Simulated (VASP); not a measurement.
Here is a VASP 6.6.1 calculation.

File INCAR:

```
  PREC = Accurate
  ENCUT = 600
  EDIFF = 1E-7
  ISMEAR = -1
  SIGMA = 0.05
  LREAL = F
  LASPH = T
  NELM = 100
  ALGO = Normal
  ISIF = 3
  LWAVE = F
  LCHARG = F
  GGA = B5
  ALDAX = 1.0
  AGGAX = 1.0
  AGGAC = 1.0
  ALDAC = 0.0
  IBRION = 2
  NSW = 60
  EDIFFG = -0.01
```

File KPOINTS:

```
regular mesh
0
Gamma
  4 4 3
```

The input POSCAR:

```
HfIn4SiO6
1.0
    2.7160300000     -4.7033200000      0.0044800000
    2.7160300000      4.7033200000      0.0044800000
   -1.8630900000      0.0000000000      7.4041500000
Hf In Si O
1 4 1 6
Direct
    0.2048000000      0.7952000000      0.0000000000
    0.3713900000      0.6286100000      0.5000000000
    0.5381200000      0.4618800000      0.0000000000
    0.0350000000      0.9650000000      0.5000000000
    0.7090700000      0.2909300000      0.5000000000
    0.8714600000      0.1285400000      0.0000000000
    0.1074100000      0.0691800000      0.8666700000
    0.9308200000      0.8925900000      0.1333300000
    0.8397500000      0.3782000000      0.8666900000
    0.6218000000      0.1602500000      0.1333100000
    0.1981300000      0.4689100000      0.1333800000
    0.5310900000      0.8018700000      0.8666200000
```

Potentials or basis: VASP PAW PBE potentials, release 64 (Hf_pv, In_d, Si, O).

Command:

```sh
$ cat potpaw_PBE.64/Hf_pv/POTCAR potpaw_PBE.64/In_d/POTCAR potpaw_PBE.64/Si/POTCAR potpaw_PBE.64/O/POTCAR > POTCAR
$ mpirun -np 1 vasp_std > vasp.out
```

(1) Estimate the space group after relaxing (to 0.1 Å).

(2) What does it give for the band gap on the k mesh?

Answers

(1) C2 (No. 5).

(2) zero (bands 51 and 52 overlap by 0.96 eV).

Caveat: spin-orbit coupling is left out, which moves the levels of the heavy elements.
